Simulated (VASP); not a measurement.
# BAs in VASP: single point with PBE+D4

Aim: the single point of BAs with PBE+D4.

Everything below comes from runs of VASP 6.6.1. Logs are shortened: lines on timing, memory, paths and dates and some standing lists are left out, and cuts for length are marked.

## (1) The cell of the first run

The cell holds a sheet with vacuum, 2 atoms: a = 3.372 Å, b = 3.372 Å, c = 23.800 Å, α = 90.00°, β = 90.00°, γ = 120.00°.

## (2) Single point, PBE+D4

The input, INCAR:

```
  ALGO = Normal
  DIPOL = 0.5 0.5 0.294
  EDIFF = 1E-6
  ENCUT = 420
  GGA = PE
  GGA_COMPAT = False
  IDIPOL = 3
  ISIF = 2
  ISMEAR = 0
  IVDW = 13
  LASPH = True
  LCHARG = True
  LDIPOL = True
  LELF = True
  LREAL = False
  LVACPOTAV = True
  LVHAR = True
  LWAVE = False
  NBANDS = 11
  NELM = 120
  NELMDL = -8
  PREC = Accurate
  SIGMA = 0.03
```

The input, KPOINTS:

```
k-points
0
Gamma
  12 12 1
```

The input, POSCAR:

```
BAs
1.0
    3.3720579259      0.0000000000      0.0000000000
   -1.6860289630      2.9202878269      0.0000000000
    0.0000000000      0.0000000000     23.8000000000
B As
1 1
Direct
    0.3333333333      0.6666666667      0.2941176471
    0.6666666667      0.3333333333      0.2941176471
```

Potentials or basis: VASP PAW PBE potentials, release 64 (B, As).

Command:

```
$ cat potpaw_PBE.64/B/POTCAR potpaw_PBE.64/As/POTCAR > POTCAR
$ mpirun -np 1 vasp_std > vasp.out
```

OUTCAR:

```text
EDIFF = 1E-6
   ENCUT = 420
   GGA = PE
   ISIF = 2
   ISMEAR = 0
   IVDW = 13
   LASPH = True
   LREAL = False
   NELM = 120
   NELMDL = -8
   PREC = Accurate

 ion  position               nearest neighbor table
   1  0.333  0.667  0.294-   2 1.95   2 1.95   2 1.95
   2  0.667  0.333  0.294-   1 1.95   1 1.95   1 1.95

  LATTYP: Found a hexagonal cell.
 ALAT       =     3.3720579259
 C/A-ratio  =     7.0580044955

  Lattice vectors:

 A1 = (   3.3720579259,   0.0000000000,   0.0000000000)
 A2 = (  -1.6860289630,   2.9202878269,   0.0000000000)
 A3 = (   0.0000000000,   0.0000000000,  23.8000000000)

Analysis of symmetry for initial positions (statically):
=====================================================================
 Subroutine PRICEL returns:
 Original cell was already a primitive cell.

 Routine SETGRP: Setting up the symmetry group for a
 hexagonal supercell.

 Subroutine GETGRP returns: Found 12 space group operations
 (whereof  6 operations were pure point group operations)
 out of a pool of 24 trial point group operations.

The static configuration has the point symmetry C_3v.
 The point group associated with its full space group is D_3h.

Analysis of symmetry for dynamics (positions and initial velocities):
=====================================================================
 Subroutine PRICEL returns:
 Original cell was already a primitive cell.

 Routine SETGRP: Setting up the symmetry group for a
 hexagonal supercell.

 Subroutine GETGRP returns: Found 12 space group operations
 (whereof  6 operations were pure point group operations)
 out of a pool of 24 trial point group operations.

The dynamic configuration has the point symmetry C_3v.
 The point group associated with its full space group is D_3h.

 Subroutine INISYM returns: Found 12 space group operations
 (whereof  6 operations are pure point group operations),
 and found     1 'primitive' translations

----------------------------------------------------------------------------------------

                                     Primitive cell

  volume of cell :     234.3676

  direct lattice vectors                    reciprocal lattice vectors
     3.372057926  0.000000000  0.000000000     0.296554811  0.171216000  0.000000000
    -1.686028963  2.920287827  0.000000000     0.000000000  0.342432000  0.000000000
     0.000000000  0.000000000 23.800000000     0.000000000  0.000000000  0.042016807

  length of vectors
     3.372057926  3.372057926 23.800000000     0.342432000  0.342432000  0.042016807

  position of ions in fractional coordinates (direct lattice)
     0.333333333  0.666666667  0.294117647
     0.666666667  0.333333333  0.294117647

  ion indices of the primitive-cell ions
   primitive index   ion index
                 1           1
                 2           2

----------------------------------------------------------------------------------------

 KPOINTS: k-points

Automatic generation of k-mesh.
 Grid dimensions read from file:
 generate k-points for:   12   12    1

 Generating k-lattice:

  Cartesian coordinates                     Fractional coordinates (reciprocal lattice)
     0.024712901  0.014268000  0.000000000     0.083333333  0.000000000  0.000000000
     0.000000000  0.028536000  0.000000000     0.000000000  0.083333333  0.000000000
     0.000000000  0.000000000  0.042016807     0.000000000  0.000000000  1.000000000

  Length of vectors
     0.028536000  0.028536000  0.042016807

  Shift w.r.t. Gamma in fractional coordinates (k-lattice)
     0.000000000  0.000000000  0.000000000

 Subroutine IBZKPT returns following result:
 ===========================================

 Found     19 irreducible k-points:

 Following reciprocal coordinates:
            Coordinates               Weight
  0.000000  0.000000  0.000000      1.000000
  0.083333  0.000000  0.000000      6.000000
  0.166667 -0.000000  0.000000      6.000000
  0.250000 -0.000000  0.000000      6.000000
  0.333333 -0.000000  0.000000      6.000000
  0.416667 -0.000000  0.000000      6.000000
[... 11 lines left out ...]
  0.333333  0.250000  0.000000     12.000000
  0.333333  0.333333  0.000000      2.000000
   k-points           NKPTS =     19   k-points in BZ     NKDIM =     19   number of bands    NBANDS=     11
   number of dos      NEDOS =    301   number of ions     NIONS =      2
   total plane-waves  NPLWV =  92160
   dimension x,y,z NGX =    24 NGY =   24 NGZ =  160
   dimension x,y,z NGXF=    48 NGYF=   48 NGZF=  320
   ions per type =               1   1
   NGX,Y,Z   is equivalent  to a cutoff of  11.83, 11.83, 11.18 a.u.
   NGXF,Y,Z  is equivalent  to a cutoff of  23.66, 23.66, 22.35 a.u.
 SYSTEM =  unknown system
   PREC   = accura    normal or accurate (medium, high low for compatibility)
   ISTART =      0    job   : 0-new  1-cont  2-samecut
   ICHARG =      2    charge: 1-file 2-atom 10-const
   ISPIN  =      1    spin polarized calculation?
   LNONCOLLINEAR =      F non collinear calculations
   LSORBIT =      F    spin-orbit coupling
   LASPH  =      T    aspherical Exc in radial PAW
   ENCUT  =  420.0 eV  30.87 Ry    5.56 a.u.   5.63  5.63 39.77*2*pi/ulx,y,z
   NELM   =    120;   NELMIN=  2; NELMDL= -8     # of ELM steps
   EDIFF  = 0.1E-05   stopping-criterion for ELM
   LREAL  =      F    real-space projection
   EDIFFG = 0.1E-04   stopping-criterion for IOM
   NSW    =      0    number of steps for IOM
   IBRION =     -1    ionic relax: 0-MD 1-quasi-New 2-CG
   NFREE  =      0    steps in history (QN), initial steepest desc. (CG)
   ISIF   =      2    stress and relaxation
   ISYM   =      2    0-nonsym 1-usesym 2-fastsym
   POTIM  = 0.5000    time-step for ionic-motion
   TEBEG  =    0.0;   TEEND  =   0.0 temperature during run
   PSTRESS=    0.0 pullay stress
   NELECT =       8.0000    total number of electrons
   NUPDOWN=      -1.0000    fix difference up-down
   EMIN   =  10.00;   EMAX   =-10.00  energy-range for DOS
   EFERMI =   0.00;   METHOD = LEGACY
   ISMEAR =     0;   SIGMA  =   0.03  broadening in eV -4-tet -1-fermi 0-gaus
   EFERMI_NEDOS =   21; number of points for ismear=-14 and -15
   IALGO  =     38    algorithm
   IMIX   =      4    mixing-type and parameters
     AMIX     =   0.40;   BMIX     =  1.00
     AMIX_MAG =   1.60;   BMIX_MAG =  1.00
  volume/ion in A,a.u.               =     117.18       790.80
  Fermi-wavevector in a.u.,A,eV,Ry     =   0.531054  1.003547  3.837097  0.282019
  Thomas-Fermi vector in A             =   1.553901
   LORBIT       =      0    0 simple, 1 ext, 2 COOP (PROOUT), +10 PAW based schemes
   GGA     = PE    functional components
   LHFCALC =     F    Hartree Fock is set to
   AEXX    =    0.0000 exact exchange contribution
   IVDW    =    13    specifies the selected vdW correction
   LEPSILON=     F    determine dielectric tensor
   LRPA    =     F    only Hartree local field effects (RPA)
 non-spin polarized calculation
 Gauss-broadening in eV      SIGMA  =   0.03
  energy-cutoff  :      420.00
  volume of cell :      234.37
 maximum number of plane-waves:      4613
 NGX is ok and might be reduce to    24
   NGX = 11   NGY = 11   NGZ = 79

 dipolmoment           0.000000      0.000000     -0.000000 electrons x Angstroem

 number of electron       7.9999999 magnetization

 dipolmoment           0.000000      0.000000      0.000000 electrons x Angstroem

 Free energy of the ion-electron system (eV)
  ---------------------------------------------------
  ext. energy  EPLUGINS =         0.00000000
  ---------------------------------------------------
  free energy    TOTEN  =       -10.64005669 eV

  energy without entropy =      -10.64005669  energy(sigma->0) =      -10.64005669

 E-fermi :  -3.4822     XC(G=0):  -1.8203

 val. band max:       -3.6442401647   @ k =   0.3333   0.3333   0.0000
 cond. band min:      -2.9029681839   @ k =   0.3333   0.3333   0.0000
 fundamental gap:      0.7412719808
 Fermi energy:        -3.4821593697

 k-point     1 :       0.0000    0.0000    0.0000
  band No.  band energies     occupation
      1     -17.5171      2.00000
      2      -7.6135      2.00000
      3      -5.1654      2.00000
      4      -5.1654      2.00000
      5      -0.0430      0.00000
      6       0.2724      0.00000
      7       0.9807      0.00000
      8       1.2044      0.00000
      9       1.2044      0.00000
     10       1.3205      0.00000
     11       1.9370      0.00000

 k-point     2 :       0.0833    0.0000    0.0000
  band No.  band energies     occupation
      1     -17.4200      2.00000
      2      -7.5038      2.00000
      3      -5.7999      2.00000
      4      -5.3782      2.00000
      5       0.0792      0.00000
      6       0.3924      0.00000
      7       1.0991      0.00000
      8       1.4349      0.00000
      9       1.5089      0.00000
     10       1.6288      0.00000
     11       2.0551      0.00000

 k-point     3 :       0.1667   -0.0000    0.0000
  band No.  band energies     occupation
      1     -17.1323      2.00000
      2      -7.1835      2.00000
      3      -7.1776      2.00000
      4      -5.8710      2.00000
      5       0.0585      0.00000
      6       0.4636      0.00000
      7       1.4451      0.00000
      8       1.8071      0.00000
      9       2.3331      0.00000
     10       2.5928      0.00000
     11       2.5969      0.00000

 k-point     4 :       0.2500   -0.0000    0.0000
  band No.  band energies     occupation
      1     -16.6667      2.00000
      2      -8.7388      2.00000
      3      -6.6463      2.00000
      4      -6.4124      2.00000
      5      -0.3928      0.00000
      6       1.0441      0.00000
      7       1.0759      0.00000
      8       2.0900      0.00000
      9       2.4184      0.00000
     10       3.0388      0.00000
     11       3.2735      0.00000

 k-point     5 :       0.3333   -0.0000    0.0000
  band No.  band energies     occupation
      1     -16.0592      2.00000
      2     -10.2048      2.00000
      3      -6.8610      2.00000
      4      -5.9398      2.00000
      5      -0.7792      0.00000
      6      -0.3327      0.00000
      7       1.8593      0.00000
      8       2.8999      0.00000
      9       3.2733      0.00000
     10       3.8701      0.00000
     11       4.1159      0.00000
[... 141 lines left out ...]
 k-point    16 :       0.4167    0.1667    0.0000
  band No.  band energies     occupation
      1     -14.8858      2.00000
      2     -11.7246      2.00000
      3      -8.5480      2.00000
      4      -4.3690      2.00000
      5      -2.3378      0.00000
      6       0.8361      0.00000
      7       3.7031      0.00000
      8       4.0825      0.00000
      9       4.7596      0.00000
     10       5.6689      0.00000
     11       6.0363      0.00000

 k-point    17 :       0.2500    0.2500    0.0000
  band No.  band energies     occupation
      1     -15.2283      2.00000
      2     -10.9723      2.00000
      3      -8.8553      2.00000
      4      -4.8885      2.00000
      5      -1.5737      0.00000
      6       2.0849      0.00000
      7       3.1253      0.00000
      8       3.3617      0.00000
      9       3.8498      0.00000
     10       4.5618      0.00000
     11       4.6223      0.00000

 k-point    18 :       0.3333    0.2500    0.0000
  band No.  band energies     occupation
      1     -14.7662      2.00000
      2     -11.5094      2.00000
      3      -9.3031      2.00000
      4      -4.1426      2.00000
      5      -2.4268      0.00000
      6       2.3403      0.00000
      7       3.0456      0.00000
      8       4.1213      0.00000
      9       4.9354      0.00000
     10       5.6038      0.00000
     11       5.8407      0.00000

 k-point    19 :       0.3333    0.3333    0.0000
  band No.  band energies     occupation
      1     -14.5816      2.00000
      2     -11.5672      2.00000
      3      -9.6769      2.00000
      4      -3.6442      2.00000
      5      -2.9030      0.00000
      6       2.7508      0.00000
      7       3.0079      0.00000
      8       4.8390      0.00000
      9       5.5326      0.00000
     10       5.8913      0.00000
     11       6.3332      0.00000

------------------------ aborting loop because EDIFF is reached ----------------------------------------

  DFT-D4 for vdW energy calculation

  Edisp (eV):   -0.32291

  FORCE on cell =-STRESS in cart. coord.  units (eV):
  Direction    XX          YY          ZZ          XY          YZ          ZX
  --------------------------------------------------------------------------------------
  -------------------------------------------------------------------------------------
  Total       0.19755     0.19755    -0.00635    -0.00000     0.00000     0.00000
  in kB       1.35051     1.35051    -0.04343    -0.00000     0.00000     0.00000
  external pressure =        0.89 kB  Pullay stress =        0.00 kB

 VOLUME and BASIS-vectors are now :
 -----------------------------------------------------------------------------
  energy-cutoff  :      420.00
  volume of cell :      234.37
      direct lattice vectors                 reciprocal lattice vectors
     3.372057926  0.000000000  0.000000000     0.296554811  0.171216000  0.000000000
    -1.686028963  2.920287827  0.000000000     0.000000000  0.342432000  0.000000000
     0.000000000  0.000000000 23.800000000     0.000000000  0.000000000  0.042016807

 POSITION                                       TOTAL-FORCE (eV/Angst)
 -----------------------------------------------------------------------------------
     -0.00000      1.94686      7.00000         0.000000     -0.000000     -0.000000
      1.68603      0.97343      7.00000        -0.000000      0.000000      0.000000
 -----------------------------------------------------------------------------------
    total drift:                                0.000000     -0.000000      0.000004

  FREE ENERGIE OF THE ION-ELECTRON SYSTEM (eV)
  ---------------------------------------------------
  free  energy   TOTEN  =       -10.9629625325 eV

  energy  without entropy=      -10.9629625325  energy(sigma->0) =      -10.96296253

 vacuum level on the upper side and lower side of the slab         1.240         1.240
```

Run time: 2.1 min. Hardware: 1 thread of Intel Xeon 8259CL, shared host; peak memory 0.29 GiB.

Results:

- Free energy: -10.9630 eV
- Band gap on the k mesh: 0.74 eV
- Dispersion energy per atom: -0.161 eV
